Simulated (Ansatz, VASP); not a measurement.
One calculation of AlSi3, two programs

```
CELL_PARAMETERS angstrom
-1.93767 1.93767 3.95756
1.93767 -1.93767 3.95756
1.93767 1.93767 -3.95756
ATOMIC_POSITIONS crystal
Al 0.00000 0.00000 0.00000
Si 0.50000 0.50000 0.00000
Si 0.25000 0.75000 0.50000
Si 0.75000 0.25000 0.50000
```

Alike in both runs: functional PBE; k mesh 18 × 18 × 18; occupations gaussian, width 0.1 eV; no spin polarisation.

Ansatz relaxed the structure, and its values are those at the end. VASP's run is a single point on that final structure, the one shown.

|  | VASP | Ansatz |
| --- | --- | --- |
| version | VASP 6.6.1 | Ansatz 0.2.0 |
| potentials or method | VASP PAW PBE potentials, release 64 (Al, Si), cutoff 520 eV | scalar-relativistic, plane waves, PAW |
| valence electrons in the cell | 15 | 15 |

|  | VASP | Ansatz | Ansatz less VASP |
| --- | --- | --- | --- |
| gap on the k mesh at the Fermi level (eV) | none | none | - |
| pressure (GPa) | 0.0 | 0.0 | +0.05 |

A gap of «none» marks a metal or a gap that the smearing closes. With one functional, cell and mesh, what is left measures potentials, basis and numerics.
